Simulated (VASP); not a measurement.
Crystal: Ir.

```
Ir
1.0
     6.52064    0.00000    0.00000
    -3.26032    5.64704    0.00000
     0.00000    0.00000    2.66602
Ir
6
Direct
  0.15085 0.73505 0.86831
  0.26495 0.41580 0.53498
  0.41580 0.15085 0.20164
  0.58420 0.84915 0.20164
  0.73505 0.58420 0.53498
  0.84915 0.26495 0.86831
```

| Quantity | Value |
| --- | --- |
| Program | VASP 6.6.1 |
| Task | relaxation of cell and atoms |
| Functional | PBE |
| Potentials or basis | VASP PAW PBE potentials, release 64 (Ir) |
| Cutoff | 600 eV |
| k mesh | 3 × 3 × 6 |
| Occupations | gaussian, width 0.1 eV |
| Spin | no spin polarisation |

At the start: pressure 2.2 GPa; volume 16.36 Å³/atom.

Q: Where does the relaxation end?

A: Over 7 steps the energy falls by 11.6 meV/atom and the volume is 16.44 Å³/atom (+0.5 %); space group P6_2 (No. 171, to 0.05 Å).

Step by step:
```tsv
step	energy change (eV)	largest force (eV/Å)	pressure (GPa)	volume (Å³)
1	0.0000	0.1443	2.23	98.17
2	0.0146	0.1807	-6.45	101.37
3	-0.0524	0.1667	-2.20	99.65
4	-0.0419	0.1971	3.79	97.49
5	-0.0635	0.1841	0.22	98.73
6	-0.0694	0.0561	0.16	98.66
7	-0.0698	0.0302	0.19	98.63
```

Final structure:
```xyz
6
Lattice="6.4675 0.0000 0.0000 -3.2337 5.6010 0.0000 0.0000 0.0000 2.7228" Properties=species:S:1:pos:R:3 pbc="T T T"
Ir   -1.4125    4.1315    2.3642
Ir    0.3620    2.3120    1.4566
Ir    2.1832    0.8425    0.5490
Ir    1.0505    4.7585    0.5490
Ir    2.8718    3.2890    1.4566
Ir    4.6462    1.4695    2.3642
```

Caveat: the k points lie up to 0.38 Å⁻¹ apart in the final cell.
